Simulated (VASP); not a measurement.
A run of VASP 6.6.1 is set up as follows.

File INCAR:

```
  ALGO = Normal
  EDIFF = 1E-6
  ENCUT = 520
  GGA = PE
  ISIF = 2
  ISMEAR = 0
  LASPH = T
  LCHARG = F
  LREAL = F
  LWAVE = F
  NBANDS = 18
  NELM = 100
  PREC = Accurate
  SIGMA = 0.1
```

The input KPOINTS:

```
k-points
0
Gamma
  6 6 6
```

The input POSCAR:

```
LiGeN
1.0
   -1.9429513800      2.3108861700      2.7406529300
    1.9429513800     -2.3108861700      2.7406529300
    1.9429513800      2.3108861700     -2.7406529300
Li Ge N
1 1 1
Direct
    0.0000000000      0.0000000000      0.0000000000
    0.5000000000      0.0000000000      0.5000000000
    0.5000000000      0.5000000000      0.0000000000
```

Potentials or basis: VASP PAW PBE potentials, release 64 (Li_sv, Ge_d, N).

The run is started by

```bash
$ cat potpaw_PBE.64/Li_sv/POTCAR potpaw_PBE.64/Ge_d/POTCAR potpaw_PBE.64/N/POTCAR > POTCAR
$ mpirun -np 1 vasp_std > vasp.out
```

Q: Predict the band gap on the k mesh.

A: Zero (bands 11 and 12 overlap by 1.22 eV).
